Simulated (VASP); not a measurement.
Set up this calculation in VASP 6.6.1, as the native input.

| Item | Value |
| --- | --- |
| Task | relaxation of cell and atoms |
| Functional | PBE |
| Potentials or basis | VASP PAW PBE potentials, release 64 (K_sv, As) |
| Cutoff | 500 eV |
| k mesh | 8 × 8 × 6 |
| Occupations | gaussian, width 0.1 eV |
| Spin | no spin polarisation |
| Dipole correction | no |
| Further INCAR settings | ALGO = Normal; EDIFF = 1e-07; IBRION = 2; EDIFFG = -0.01; NSW = 100; ISIF = 3 |

The structure of K4As lies in POSCAR:

```
K4As
1.0
    5.7237628986      0.0000000000      0.0000000000
    0.0000000000      5.7237628986      0.0000000000
    0.0000000000      0.0000000000      8.3886383639
K As
4 1
Direct
    0.5000000000      0.0000000000      0.2173215269
    0.0000000000      0.5000000000      0.7826784731
    0.5000000000      0.0000000000      0.7826784731
    0.0000000000      0.5000000000      0.2173215269
    0.0000000000      0.0000000000      0.0000000000
```

This cell differs from its parent crystal: atoms taken out.

One way to write it, as run:

INCAR

```
SYSTEM = K4As
PREC = Accurate
ENCUT = 500
EDIFF = 1E-7
ISMEAR = 0
SIGMA = 0.1
LREAL = .FALSE.
LASPH = .TRUE.
NELM = 120
ALGO = Normal
ISIF = 3
LWAVE = .FALSE.
LCHARG = .FALSE.
GGA = PE
IBRION = 2
NSW = 100
EDIFFG = -0.01
GGA_COMPAT = .FALSE.
NELMIN = 4
```

KPOINTS

```
regular mesh
0
G
  8 8 6
  0 0 0
```

Potentials or basis: VASP PAW PBE potentials, release 64 (K_sv, As).

The run is started by

```sh
$ cat potpaw_PBE.64/K_sv/POTCAR potpaw_PBE.64/As/POTCAR > POTCAR
$ mpirun -np 1 vasp_std > vasp.out
```

Results of the run:

```yaml
Relaxed_volume: 55.06 Å³/atom
Relaxed_cell: a = 5.722 Å, b = 5.722 Å, c = 8.407 Å, α = 90.00°, β = 90.00°, γ = 90.00°
Space_group_after_relaxing_to_0.1_Å: P4/mmm (No. 123)
Energy_gained_by_relaxing: 0.0 meV/atom
Ionic_steps: 3
Pressure_after_relaxing: 0.0 GPa
Largest_force_after_relaxing: 0.005 eV/Å
Band_gap_on_the_k_mesh: zero (an odd number of electrons rules out a gap without spin polarisation)
```

Caveat: the cell differs from its parent crystal (atoms taken out).

Run time: 5.8 min on 1 thread of Intel(R) Xeon(R) 6975P-C (Granite Rapids), with other jobs on the host, peak memory 0.56 GiB.
